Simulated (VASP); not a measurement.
Write the native input for VASP 6.6.1 that does the following.

* Task: single point
* Functional: r2SCAN
* Potentials or basis: VASP PAW PBE potentials, release 64 (W_sv, S)
* Cutoff: 520 eV
* k mesh: 12 × 12 × 2
* Occupations: gaussian, width 0.01 eV
* Spin: no spin polarisation
* Dipole correction: no
* Further INCAR settings: ALGO = Normal; EDIFF = 1e-06; NBANDS = 35

WS2:

```
W S
1.0
     3.16994    0.00000    0.00000
    -1.58497    2.72000    0.00000
     0.00000    0.00000   12.49112
W S
2 4
Direct
  0.33343 0.66686 0.25000
  0.66657 0.33314 0.75000
  0.33274 0.66548 0.62450
  0.66726 0.33452 0.12450
  0.33274 0.66548 0.87550
  0.66726 0.33452 0.37550
```

This cell differs from its parent crystal: uniaxial y strain -0.9%.

These files were run (other wordings do the same):

POSCAR

```
WS2
1.0
    3.1699446835      0.0000000000      0.0000000000
   -1.5849723417      2.7199963003      0.0000000000
    0.0000000000      0.0000000000     12.4911158561
W S
2 4
Direct
    0.3334303321      0.6668606643      0.2500000000
    0.6665696679      0.3331393357      0.7500000000
    0.3327414075      0.6654828150      0.6245021491
    0.6672585925      0.3345171850      0.1245021491
    0.3327414075      0.6654828150      0.8754978509
    0.6672585925      0.3345171850      0.3754978509
```

INCAR.step1

```
PREC     = Accurate       # precision mode
ENCUT    = 520            # plane-wave cutoff, eV
ISMEAR   = 0              # smearing method
SIGMA    = 0.01           # smearing width, eV
LREAL    = F              # projectors in reciprocal space
LASPH    = T              # aspherical terms in the spheres
NELM     = 80             # most SCF steps
NBANDS   = 35             # bands
GGA      = PE             # functional
ALGO     = Normal         # electronic algorithm
EDIFF    = 1E-4           # SCF threshold, eV
LWAVE    = T              # write WAVECAR
LCHARG   = F              # write CHGCAR
```

INCAR.step2

```
PREC     = Accurate       # precision mode
ENCUT    = 520            # plane-wave cutoff, eV
EDIFF    = 1E-6           # SCF threshold, eV
ISMEAR   = 0              # smearing method
SIGMA    = 0.01           # smearing width, eV
LREAL    = F              # projectors in reciprocal space
LASPH    = T              # aspherical terms in the spheres
NELM     = 80             # most SCF steps
ALGO     = Normal         # electronic algorithm
ISIF     = 2              # what is computed and relaxed
LWAVE    = F              # write WAVECAR
LCHARG   = F              # write CHGCAR
METAGGA  = R2SCAN         # meta-GGA
LMIXTAU  = T            
NBANDS   = 35             # bands
ISTART   = 1
```

KPOINTS

```
regular mesh
0
Gamma
  12 12 2
```

Potentials or basis: VASP PAW PBE potentials, release 64 (W_sv, S).

Command:

```sh
$ cat potpaw_PBE.64/W_sv/POTCAR potpaw_PBE.64/S/POTCAR > POTCAR
$ cp INCAR.step1 INCAR
$ mpirun -np 1 vasp_std > vasp.out
$ cp INCAR.step2 INCAR
$ mpirun -np 1 vasp_std > vasp.out
```

It gave:

The pressure is 2.5 GPa, the largest force is 0.030 eV/Å and the band gap on the k mesh is 1.17 eV (least direct gap 1.96 eV).

Caveat: the cell differs from its parent crystal (uniaxial y strain -0.9%); the PAW data sets were made with another functional, which shifts forces and pressure a little; spin-orbit coupling is left out, which moves the levels of the heavy elements.

Wall time 28 min on 1 thread of Oxide Virtual Turin-like Processor, on a shared host, peak memory 0.37 GiB.
